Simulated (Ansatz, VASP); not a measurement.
**Ta2Si in VASP and in Ansatz**

File INCAR:

```
SYSTEM = Ta2Si
ALGO = Fast
EDIFF = 1E-7
ENCUT = 520
GGA = PS
ISIF = 2
ISMEAR = 0
LASPH = .TRUE.
LCHARG = .FALSE.
LREAL = .FALSE.
LWAVE = .FALSE.
NBANDS = 35
NELM = 80
PREC = Accurate
SIGMA = 0.1
```

KPOINTS

```
k-points
0
G
  8 8 8
  0 0 0
```

POSCAR

```
Ta2Si
1.0
   -3.0877629443      3.0877629443      2.5236412193
    3.0877629443     -3.0877629443      2.5236412193
    3.0877629443      3.0877629443     -2.5236412193
Ta Si
4 2
Direct
    0.6635932100      0.8364067900      0.5000000000
    0.8364067900      0.3364067900      0.1728135800
    0.3364067900      0.1635932100      0.5000000000
    0.1635932100      0.6635932100      0.8271864200
    0.2500000000      0.2500000000      0.0000000000
    0.7500000000      0.7500000000      0.0000000000
```

Input for Ansatz:

```yaml
crystal:
  lattice:
    - [-3.0877629443, 3.0877629443, 2.5236412193]
    - [3.0877629443, -3.0877629443, 2.5236412193]
    - [3.0877629443, 3.0877629443, -2.5236412193]
  atoms:
    - { symbol: Ta, position: [0.66359321, 0.83640679, 0.5] }
    - { symbol: Ta, position: [0.83640679, 0.33640679, 0.17281358] }
    - { symbol: Ta, position: [0.33640679, 0.16359321, 0.5] }
    - { symbol: Ta, position: [0.16359321, 0.66359321, 0.82718642] }
    - { symbol: Si, position: [0.25, 0.25, 0.0] }
    - { symbol: Si, position: [0.75, 0.75, 0.0] }
basis:
  ecutwfc: 420
kpoints:
  mp_grid: { grid: [8, 8, 8] }
hamiltonian:
  xc: pbesol
scf:
  occupations: { method: gaussian, width: 0.1 }
output:
  forces: true
  stress: true
  eigenvalues: true
```

Alike in both runs: task single point; functional PBEsol; k mesh 8 × 8 × 8; occupations gaussian, width 0.1 eV; no spin polarisation.

|  | VASP | Ansatz |
| --- | --- | --- |
| version | VASP 6.6.1 | Ansatz 0.2.0 |
| potentials or method | VASP PAW PBE potentials, release 64 (Ta_pv, Si), cutoff 520 eV | scalar-relativistic, plane waves, PAW |
| valence electrons in the cell | 52 | 60 |

Ansatz gave:

* gap on the k mesh at the Fermi level (eV): none
* pressure (GPa): -3.1
* traceless stress, the component that is largest in VASP (GPa): 0.66
* rms of the force components (eV/Å): 0.017

What did VASP give for the same quantities?

gap on the k mesh at the Fermi level (eV): none; pressure (GPa): -2.9; traceless stress, the component that is largest in VASP (GPa): 0.63; rms of the force components (eV/Å): 0.021.

VASP's potentials were made for PBE, not for PBEsol. Atom by atom the forces differ by 0.003 eV/Å (rms over components). A gap of «none» marks a metal or a gap that the smearing closes. VASP's potentials hold 52 valence electrons a cell and Ansatz's 60, so a difference there can come from the potentials and not from the codes.

Neither program's run includes spin-orbit coupling.
